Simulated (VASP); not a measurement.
# Ti (P6_3/mmc) in VASP: notebook

Ti is run at these levels: PBEsol; tasks: single point.

Program: VASP 6.6.1. These are calculated values, not measurements. Logs are shortened: lines on timing, memory, paths and dates and some standing lists are left out, and cuts for length are marked.

### 1 The cell of the first run

Symmetry: P6_3/mmc, No. 194, hexagonal system. The conventional cell has a = 2.220 Å, b = 2.220 Å, c = 4.312 Å, α = 90.00°, β = 90.00°, γ = 120.00°. Ti (site symmetry -6m2) has 12 Ti at 2.22 to 2.51 Å within 2.9 Å.

### 2 Single point, PBEsol

Contents of INCAR:

```
SYSTEM = Ti
  PREC = Accurate
  ENCUT = 520
  EDIFF = 1E-6
  ISMEAR = -1
  SIGMA = 0.05
  LREAL = .FALSE.
  LASPH = .TRUE.
  NELM = 100
  ALGO = Normal
  ISIF = 2
  LWAVE = .FALSE.
  LCHARG = .FALSE.
  GGA = PS
  NBANDS = 19
```

Contents of KPOINTS:

```
Automatic mesh
0
G
  15 15 8
  0 0 0
```

Contents of POSCAR:

```
Ti
1.0
    2.2198367768      0.0000000000      0.0000000000
   -1.1099183884      1.9224350409      0.0000000000
    0.0000000000      0.0000000000      4.3123924273
Ti
2
Direct
    0.3333333333      0.6666666667      0.2500000000
    0.6666666667      0.3333333333      0.7500000000
```

Potentials or basis: VASP PAW PBE potentials, release 64 (Ti_sv).

On the command line:

```sh
> cat potpaw_PBE.64/Ti_sv/POTCAR > POTCAR
> mpirun -np 1 vasp_std > vasp.out
```

OUTCAR:

```text
SYSTEM = Ti
   PREC = Accurate
   ENCUT = 520
   EDIFF = 1E-6
   ISMEAR = -1
   LREAL = .FALSE.
   LASPH = .TRUE.
   NELM = 100
   ISIF = 2
   GGA = PS

 ion  position               nearest neighbor table
   1  0.333  0.667  0.250-   2 2.51   2 2.51   2 2.51   2 2.51   2 2.51   2 2.51
   2  0.667  0.333  0.750-   1 2.51   1 2.51   1 2.51   1 2.51   1 2.51   1 2.51

  LATTYP: Found a hexagonal cell.
 ALAT       =     2.2198367768
 C/A-ratio  =     1.9426619436

  Lattice vectors:

 A1 = (   2.2198367768,   0.0000000000,   0.0000000000)
 A2 = (  -1.1099183884,   1.9224350409,   0.0000000000)
 A3 = (   0.0000000000,   0.0000000000,   4.3123924273)

Analysis of symmetry for initial positions (statically):
=====================================================================
 Subroutine PRICEL returns:
 Original cell was already a primitive cell.

 Routine SETGRP: Setting up the symmetry group for a
 hexagonal supercell.

 Subroutine GETGRP returns: Found 24 space group operations
 (whereof 12 operations were pure point group operations)
 out of a pool of 24 trial point group operations.

The static configuration has the point symmetry D_3d.
 The point group associated with its full space group is D_6h.

Analysis of symmetry for dynamics (positions and initial velocities):
=====================================================================
 Subroutine PRICEL returns:
 Original cell was already a primitive cell.

 Routine SETGRP: Setting up the symmetry group for a
 hexagonal supercell.

 Subroutine GETGRP returns: Found 24 space group operations
 (whereof 12 operations were pure point group operations)
 out of a pool of 24 trial point group operations.

The dynamic configuration has the point symmetry D_3d.
 The point group associated with its full space group is D_6h.

 Subroutine INISYM returns: Found 24 space group operations
 (whereof 12 operations are pure point group operations),
 and found     1 'primitive' translations

----------------------------------------------------------------------------------------

                                     Primitive cell

  volume of cell :      18.4031

  direct lattice vectors                    reciprocal lattice vectors
     2.219836777  0.000000000  0.000000000     0.450483572  0.260086811  0.000000000
    -1.109918388  1.922435041  0.000000000     0.000000000  0.520173623  0.000000000
     0.000000000  0.000000000  4.312392427     0.000000000  0.000000000  0.231889842

  length of vectors
     2.219836777  2.219836777  4.312392427     0.520173623  0.520173623  0.231889842

  position of ions in fractional coordinates (direct lattice)
     0.333333333  0.666666667  0.250000000
     0.666666667  0.333333333  0.750000000

  ion indices of the primitive-cell ions
   primitive index   ion index
                 1           1
                 2           2

----------------------------------------------------------------------------------------

 KPOINTS: Automatic mesh

Automatic generation of k-mesh.
 Grid dimensions read from file:
 generate k-points for:   15   15    8

 Generating k-lattice:

  Cartesian coordinates                     Fractional coordinates (reciprocal lattice)
     0.030032238  0.017339121  0.000000000     0.066666667  0.000000000  0.000000000
     0.000000000  0.034678242  0.000000000     0.000000000  0.066666667  0.000000000
     0.000000000  0.000000000  0.028986230     0.000000000  0.000000000  0.125000000

  Length of vectors
     0.034678242  0.034678242  0.028986230

  Shift w.r.t. Gamma in fractional coordinates (k-lattice)
     0.000000000  0.000000000  0.000000000

 Subroutine IBZKPT returns following result:
 ===========================================

 Found    135 irreducible k-points:

 Following reciprocal coordinates:
            Coordinates               Weight
  0.000000  0.000000  0.000000      1.000000
  0.066667 -0.000000  0.000000      6.000000
  0.133333  0.000000  0.000000      6.000000
  0.200000 -0.000000  0.000000      6.000000
  0.266667  0.000000  0.000000      6.000000
  0.333333  0.000000  0.000000      6.000000
[... 16 lines left out ...]
  0.333333  0.200000  0.000000     12.000000
  0.400000  0.200000  0.000000      6.000000
 [... further k-points ...]
   k-points           NKPTS =    135   k-points in BZ     NKDIM =    135   number of bands    NBANDS=     19
   number of dos      NEDOS =    301   number of ions     NIONS =      2
   total plane-waves  NPLWV =  10368
   dimension x,y,z NGX =    18 NGY =   18 NGZ =   32
   dimension x,y,z NGXF=    36 NGYF=   36 NGZF=   64
   ions per type =               2
   NGX,Y,Z   is equivalent  to a cutoff of  13.48, 13.48, 12.34 a.u.
   NGXF,Y,Z  is equivalent  to a cutoff of  26.96, 26.96, 24.67 a.u.
 SYSTEM =  Ti
   PREC   = accura    normal or accurate (medium, high low for compatibility)
   ISTART =      0    job   : 0-new  1-cont  2-samecut
   ICHARG =      2    charge: 1-file 2-atom 10-const
   ISPIN  =      1    spin polarized calculation?
   LNONCOLLINEAR =      F non collinear calculations
   LSORBIT =      F    spin-orbit coupling
   LASPH  =      T    aspherical Exc in radial PAW
   ENCUT  =  520.0 eV  38.22 Ry    6.18 a.u.   4.13  4.13  8.02*2*pi/ulx,y,z
   NELM   =    100;   NELMIN=  2; NELMDL= -5     # of ELM steps
   EDIFF  = 0.1E-05   stopping-criterion for ELM
   LREAL  =      F    real-space projection
   EDIFFG = 0.1E-04   stopping-criterion for IOM
   NSW    =      0    number of steps for IOM
   IBRION =     -1    ionic relax: 0-MD 1-quasi-New 2-CG
   NFREE  =      0    steps in history (QN), initial steepest desc. (CG)
   ISIF   =      2    stress and relaxation
   ISYM   =      2    0-nonsym 1-usesym 2-fastsym
   POTIM  = 0.5000    time-step for ionic-motion
   TEBEG  =    0.0;   TEEND  =   0.0 temperature during run
   PSTRESS=    0.0 pullay stress
   NELECT =      24.0000    total number of electrons
   NUPDOWN=      -1.0000    fix difference up-down
   EMIN   =  10.00;   EMAX   =-10.00  energy-range for DOS
   EFERMI =   0.00;   METHOD = LEGACY
   ISMEAR =    -1;   SIGMA  =   0.05  broadening in eV -4-tet -1-fermi 0-gaus
   EFERMI_NEDOS =   21; number of points for ismear=-14 and -15
   IALGO  =     38    algorithm
   IMIX   =      4    mixing-type and parameters
     AMIX     =   0.40;   BMIX     =  1.00
     AMIX_MAG =   1.60;   BMIX_MAG =  1.00
  volume/ion in A,a.u.               =       9.20        62.10
  Fermi-wavevector in a.u.,A,eV,Ry     =   1.788607  3.379977 43.526600  3.199115
  Thomas-Fermi vector in A             =   2.851749
   LORBIT       =      0    0 simple, 1 ext, 2 COOP (PROOUT), +10 PAW based schemes
   GGA     = PS    functional components
   LHFCALC =     F    Hartree Fock is set to
   AEXX    =    0.0000 exact exchange contribution
   IVDW    =     0    specifies the selected vdW correction
   LEPSILON=     F    determine dielectric tensor
   LRPA    =     F    only Hartree local field effects (RPA)
 non-spin polarized calculation
  energy-cutoff  :      520.00
  volume of cell :       18.40
 maximum number of plane-waves:       510
 NGX is ok and might be reduce to    18
   NGX =  9   NGY =  9   NGZ = 17

 number of electron      24.0000001 magnetization

 Free energy of the ion-electron system (eV)
  ---------------------------------------------------
  ext. energy  EPLUGINS =         0.00000000
  ---------------------------------------------------
  free energy    TOTEN  =       -11.35503190 eV

  energy without entropy =      -11.34884528  energy(sigma->0) =      -11.35193859

 E-fermi :  16.5511     XC(G=0): -15.0234

 val. band max:       16.5475975624   @ k =   0.1333   0.1333   0.3750
 cond. band min:      16.5629961174   @ k =   0.3333   0.0667   0.0000
 fundamental gap:      0.0153985550
 Fermi energy:        16.5511388818

 k-point     1 :       0.0000    0.0000    0.0000
  band No.  band energies     occupation
      1     -40.0741      2.00000
      2     -39.3963      2.00000
      3     -17.3926      2.00000
      4     -14.3309      2.00000
      5     -13.3175      2.00000
      6     -13.3175      2.00000
[... 11 lines left out ...]
     18      21.5526      0.00000
     19      23.2973      0.00000

 k-point     2 :       0.0667   -0.0000    0.0000
  band No.  band energies     occupation
      1     -40.0157      2.00000
      2     -39.3482      2.00000
      3     -17.3274      2.00000
      4     -14.3205      2.00000
      5     -13.5467      2.00000
      6     -13.3736      2.00000
[... 11 lines left out ...]
     18      21.3749      0.00000
     19      23.3408      0.00000

 k-point     3 :       0.1333    0.0000    0.0000
  band No.  band energies     occupation
      1     -39.8469      2.00000
      2     -39.2107      2.00000
      3     -17.1377      2.00000
      4     -14.2943      2.00000
      5     -14.1812      2.00000
      6     -13.9748      2.00000
[... 11 lines left out ...]
     18      20.9380      0.00000
     19      23.4050      0.00000

 k-point     4 :       0.2000   -0.0000    0.0000
  band No.  band energies     occupation
      1     -39.5870      2.00000
      2     -39.0036      2.00000
      3     -16.8413      2.00000
      4     -15.0828      2.00000
      5     -14.8372      2.00000
      6     -14.2663      2.00000
[... 11 lines left out ...]
     18      20.3982      0.00000
     19      23.4152      0.00000

 k-point     5 :       0.2667    0.0000    0.0000
  band No.  band energies     occupation
      1     -39.2690      2.00000
      2     -38.7603      2.00000
      3     -16.4683      2.00000
      4     -16.0765      2.00000
      5     -15.7796      2.00000
      6     -14.2570      2.00000
[... 11 lines left out ...]
     18      21.7216      0.00000
     19      23.3646      0.00000
[... 334 lines left out ...]
      2     -38.4689      2.00000
      3     -16.6575      2.00000
      4     -16.5766      2.00000
      5     -15.9659      2.00000
      6     -14.7118      2.00000
[... 11 lines left out ...]
     18      23.3140      0.00000
     19      25.2545      0.00000

 k-point    22 :       0.2667    0.2000    0.0000
  band No.  band energies     occupation
      1     -38.5940      2.00000
      2     -38.3008      2.00000
      3     -17.1513      2.00000
      4     -16.9421      2.00000
      5     -15.6034      2.00000
      6     -15.1585      2.00000
[... 11 lines left out ...]
     18      23.7184      0.00000
     19      26.9345      0.00000

 k-point    23 :       0.3333    0.2000    0.0000
  band No.  band energies     occupation
      1     -38.3907      2.00000
      2     -38.1988      2.00000
      3     -17.4899      2.00000
      4     -17.1566      2.00000
      5     -15.4931      2.00000
      6     -15.2891      2.00000
[... 11 lines left out ...]
     18      23.5197      0.00000
     19      28.1839      0.00000

 k-point    24 :       0.4000    0.2000    0.0000
  band No.  band energies     occupation
      1     -38.3085      2.00000
      2     -38.1712      2.00000
      3     -17.6098      2.00000
      4     -17.2273      2.00000
      5     -15.6172      2.00000
      6     -15.2132      2.00000
[... 11 lines left out ...]
     18      23.0544      0.00000
     19      28.7095      0.00000

 [... further k-points ...]

------------------------ aborting loop because EDIFF is reached ----------------------------------------

  FORCE on cell =-STRESS in cart. coord.  units (eV):
  Direction    XX          YY          ZZ          XY          YZ          ZX
  --------------------------------------------------------------------------------------
  -------------------------------------------------------------------------------------
  Total       19.4917900     19.4917900     18.8543189      0.0000000      0.0000000     -0.0000000
  in kB     1696.9588686   1696.9588685   1641.4605157      0.0000000      0.0000000     -0.0000000
  external PRESSURE =    1678.4594176 kB  Pullay stress =       0.0000000 kB

 VOLUME and BASIS-vectors are now :
 -----------------------------------------------------------------------------
  energy-cutoff  :      520.00
  volume of cell :       18.40
      direct lattice vectors                 reciprocal lattice vectors
     2.219836777  0.000000000  0.000000000     0.450483572  0.260086811  0.000000000
    -1.109918388  1.922435041  0.000000000     0.000000000  0.520173623  0.000000000
     0.000000000  0.000000000  4.312392427     0.000000000  0.000000000  0.231889842

 POSITION                                       TOTAL-FORCE (eV/Angst)
 -----------------------------------------------------------------------------------
     -0.00000      1.28162      1.07810        -0.000000      0.000000      0.000000
      1.10992      0.64081      3.23429         0.000000     -0.000000      0.000000
 -----------------------------------------------------------------------------------
    total drift:                               -0.000000      0.000000     -0.000000

  FREE ENERGIE OF THE ION-ELECTRON SYSTEM (eV)
  ---------------------------------------------------
  free  energy   TOTEN  =       -11.3550319016 eV

  energy  without entropy=      -11.3488452770  energy(sigma->0) =      -11.35193859
```

Run time: 42 s. Hardware: 1 thread of AMD EPYC 7R43 (Zen 3), shared host; peak memory 0.12 GiB.

What came out:

| Property | Result |
| --- | --- |
| Free energy | -11.3550 eV |
| Pressure | 167.8 GPa |
| Band gap on the k mesh | zero (band 12 reaches 17.90 eV, above the bottom of band 13 at 16.21 eV) |

Stress tensor (GPa, compression positive):
```
169.70   0.00   0.00
  0.00 169.70   0.00
  0.00   0.00 164.15
```

Levels at points of the mesh, in eV from the Fermi level:
| k point | band 10 | band 11 | band 12 | band 13 | band 14 | band 15 |
| --- | --- | --- | --- | --- | --- | --- |
| (0.00, 0.00, 0.00) | -3.36 | -1.11 | 1.35 | 1.35 | 1.87 | 1.87 |
| (0.00, 0.00, 0.50) | -3.44 | -1.20 | -1.20 | 1.47 | 1.47 | 1.47 |

Caveat: the PAW data sets were made with another functional, which shifts forces and pressure a little.

(Continued in part 2 of 2.)
